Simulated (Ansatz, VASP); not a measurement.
# One calculation of CsH, two programs

Contents of POSCAR:

```
CsH
1.0
    3.1880000000      3.1880000000      0.0000000000
   -3.1880000000      3.1880000000      0.0000000000
    0.0000000000      0.0000000000      6.3760000000
Cs H
2 2
Direct
    0.0000000000      0.0000000000      0.0000000000
    0.5000000000      0.5000000000      0.5000000000
    0.5000000000      0.5000000000      0.0000000000
    0.0000000000      0.0000000000      0.5000000000
```

Contents of INCAR.step1:

```
  ALGO = Normal
  EDIFF = 1E-4
  ENCUT = 520
  GGA = PE
  ISMEAR = 0
  LASPH = True
  LCHARG = False
  LREAL = False
  LWAVE = True
  NBANDS = 18
  NELM = 100
  PREC = Accurate
  SIGMA = 0.02
```

File INCAR.step2:

```
  ALGO = Normal
  EDIFF = 1E-6
  ENCUT = 520
  ISIF = 2
  ISMEAR = 0
  ISTART = 1
  LASPH = True
  LCHARG = False
  LMIXTAU = True
  LREAL = False
  LWAVE = False
  METAGGA = R2SCAN
  NBANDS = 18
  NELM = 100
  PREC = Accurate
  SIGMA = 0.02
```

The input KPOINTS:

```
k-points
0
Gamma
  6 6 4
```

Input for Ansatz:

```yaml
crystal:
  lattice:
    - [3.188, 3.188, 0.0]
    - [-3.188, 3.188, 0.0]
    - [0.0, 0.0, 6.376]
  atoms:
    - { symbol: Cs, position: [0.0, 0.0, 0.0] }
    - { symbol: Cs, position: [0.5, 0.5, 0.5] }
    - { symbol: H, position: [0.5, 0.5, 0.0] }
    - { symbol: H, position: [0.0, 0.0, 0.5] }
basis:
  ecutwfc: 500
kpoints:
  mp_grid: { grid: [6, 6, 4] }
  band_path: { path: [VBM, CBM], npoints: 2 }
hamiltonian:
  xc: r2scan
scf:
  occupations: { method: gaussian, width: 0.02 }
output:
  forces: true
  stress: true
  eigenvalues: true
checkpoint:
  read: start.run
  write: ck
  compress: false
  write_wavefunctions: false
  write_every: 100000
```

Alike in both runs: task single point; functional r2SCAN; k mesh 6 × 6 × 4; occupations gaussian, width 0.02 eV; no spin polarisation.

|  | VASP | Ansatz |
| --- | --- | --- |
| version | VASP 6.6.1 | Ansatz 0.2.0 |
| potentials or method | VASP PAW PBE potentials, release 64 (Cs_sv, H), cutoff 520 eV | scalar-relativistic, plane waves, PAW |
| valence electrons in the cell | 20 | 20 |

```csv
,VASP,Ansatz,Ansatz less VASP
gap on the k mesh at the Fermi level (eV),2.66,2.68,+0.017
least direct gap on the mesh (eV),2.66,2.68,+0.017
pressure (GPa),0.0,0.0,-0.03
```

VASP's potentials were made for PBE, not for r2SCAN. With one functional, cell and mesh, what is left measures potentials, basis and numerics.

Spin-orbit coupling is off throughout.
